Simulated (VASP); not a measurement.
Crystal: SnO.

```
CELL_PARAMETERS angstrom
3.83895 0.00000 0.00000
0.00000 3.83895 0.00000
0.00000 0.00000 4.91928
ATOMIC_POSITIONS crystal
Sn 0.50000 0.00000 0.76463
Sn 0.00000 0.50000 0.23537
O 0.00000 0.00000 0.00000
O 0.50000 0.50000 0.00000
```

This cell differs from its parent crystal: volume scaled by 1.02.

Base run:

| Quantity | Value |
| --- | --- |
| Program | VASP 6.6.1 |
| Functional | PBEsol |
| Potentials or basis | VASP PAW PBE potentials, release 64 (Sn_d, O) |
| Cutoff | 520 eV |
| k mesh | 7 × 7 × 6 |
| Occupations | fermi-dirac, width 0.05 eV |
| Spin | no spin polarisation |

Its results: band gap on the k mesh 0.43 eV, indirect (least direct gap 1.96 eV); pressure -2.1 GPa; largest force 0.109 eV/Å.

Question: After a change of settings the same cell gave: band gap on the k mesh 0.43 eV, indirect (least direct gap 1.96 eV); pressure -3.4 GPa; largest force 0.105 eV/Å. Which change was it?
A. dispersion from none to D4
B. functional from PBEsol to PBE; dispersion from none to D3(BJ)
C. functional from PBEsol to LDA; potentials or basis from VASP PAW PBE potentials, release 64 (Sn_d, O) to VASP PAW LDA potentials, release 64 (Sn_d, O)
D. functional from PBEsol to r2SCAN; further incar settings from ALGO = Normal; EDIFF = 1e-06; NBANDS = 28 to ALGO = Normal; EDIFF = 1e-07; NBANDS = 28

Answer: A.

Dispersion adds attraction, which lowers the pressure at fixed volume and, as a term added to the energy, leaves the levels alone.

Caveats: the PAW data sets were made with another functional, which shifts forces and pressure a little; spin-orbit coupling is left out, which moves the levels of the heavy elements.
